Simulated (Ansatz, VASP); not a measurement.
## Two plane-wave programs on SbMo

File INCAR:

```
SYSTEM = SbMo
ALGO = Normal
EDIFF = 1E-8
ENCUT = 520
GGA = PE
ISIF = 2
ISMEAR = -1
LASPH = .TRUE.
LCHARG = .FALSE.
LEFG = .TRUE.
LREAL = .FALSE.
LWAVE = .FALSE.
NBANDS = 27
NELM = 100
PREC = Accurate
SIGMA = 0.05
```

The input KPOINTS:

```
k-points
0
G
  9 9 5
  0 0 0
```

The input POSCAR:

```
SbMo
1.0
    4.6437666217      0.0000000000      0.0000000000
   -2.3218833109      4.0216198636      0.0000000000
    0.0000000000      0.0000000000      5.4541150899
Mo Sb
2 2
Direct
    0.3333333333      0.6666666667     -0.0619932741
    0.6666666667      0.3333333333      0.4380067259
    0.3333333333      0.6666666667      0.4379932741
    0.6666666667      0.3333333333      0.9379932741
```

Input for Ansatz:

```yaml
crystal:
  lattice:
    - [4.6437666217, 0.0, 0.0]
    - [-2.3218833109, 4.0216198636, 0.0]
    - [0.0, 0.0, 5.4541150899]
  atoms:
    - { symbol: Mo, position: [0.3333333333, 0.6666666667, -0.0619932741] }
    - { symbol: Mo, position: [0.6666666667, 0.3333333333, 0.4380067259] }
    - { symbol: Sb, position: [0.3333333333, 0.6666666667, 0.4379932741] }
    - { symbol: Sb, position: [0.6666666667, 0.3333333333, 0.9379932741] }
kpoints:
  mp_grid: { grid: [9, 9, 5] }
  band_path:
    path:
      - [0.0, 0.0, 0.0]
      - [0.5, 0.0, 0.0]
      - [0.3333333333, 0.3333333333, 0.0]
      - [0.0, 0.0, 0.0]
      - [0.0, 0.0, 0.5]
      - [0.5, 0.0, 0.5]
      - [0.3333333333, 0.3333333333, 0.5]
      - [0.0, 0.0, 0.5]
      - [0.5, 0.0, 0.5]
    npoints: 8
scf:
  occupations: { method: fermi_dirac, width: 0.05 }
hamiltonian:
  xc: pbe
  pseudopotentials: { kind: paw }
output:
  forces: true
  stress: true
  eigenvalues: true
  efg: { contact_densities: true }
  populations: true
  bader: true
  dos: { projected: true, de: 0.2, e_range: [-14, 8] }
```

Alike in both runs: task electric field gradients; functional PBE; k mesh 9 × 9 × 5; occupations fermi-dirac, width 0.05 eV; no spin polarisation.

|  | VASP | Ansatz |
| --- | --- | --- |
| version | VASP 6.6.1 | Ansatz 0.2.0 |
| potentials or method | VASP PAW PBE potentials, release 64 (Mo_sv, Sb) | PAW with Ansatz's default frozen-core files, scalar-relativistic |
| plane-wave cutoff (eV) | 520 | 420 |
| valence electrons in the cell | 38 | 58 |

VASP gave:

```
pressure (GPa)                                       : -0.1
size of Vzz on the site where it differs most (V/Å²) : 33.5
```

Estimate Ansatz's values.

pressure (GPa): 0.0; size of Vzz on the site where it differs most (V/Å²): 51.2.

VASP's potentials hold 38 valence electrons a cell and Ansatz's 58, so a difference there can come from the potentials and not from the codes. Ansatz's warnings: structure snapped to symmetry.

Neither program's run includes spin-orbit coupling.
